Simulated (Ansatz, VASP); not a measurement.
**NaH: VASP beside Ansatz**

```
Na H
1.0
     0.00000    2.39751    2.39751
     2.39751    0.00000    2.39751
     2.39751    2.39751    0.00000
Na H
1 1
Direct
  0.00000 0.00000 0.00000
  0.50000 0.50000 0.50000
```

Alike in both runs: task single point; functional PBE; k mesh 3 × 3 × 3; no spin polarisation.

|  | VASP | Ansatz |
| --- | --- | --- |
| version | VASP 6.6.1 | Ansatz 0.2.0 |
| potentials or method | VASP PAW PBE potentials, release 64 (Na_pv, H) | plane waves |
| plane-wave cutoff (eV) | 520 | 420 |
| occupations | gaussian, width 0.01 eV | fixed |
| valence electrons in the cell | 8 | 10 |

|  | VASP | Ansatz | Ansatz less VASP |
| --- | --- | --- | --- |
| gap on the k mesh at the Fermi level (eV) | 5.93 | 5.93 | +0.002 |
| pressure (GPa) | 0.5 | 0.5 | +0.03 |

VASP's potentials hold 8 valence electrons a cell and Ansatz's 10, so a difference there can come from the potentials and not from the codes.

The k mesh is coarse, so the values compare programs but aren't converged.
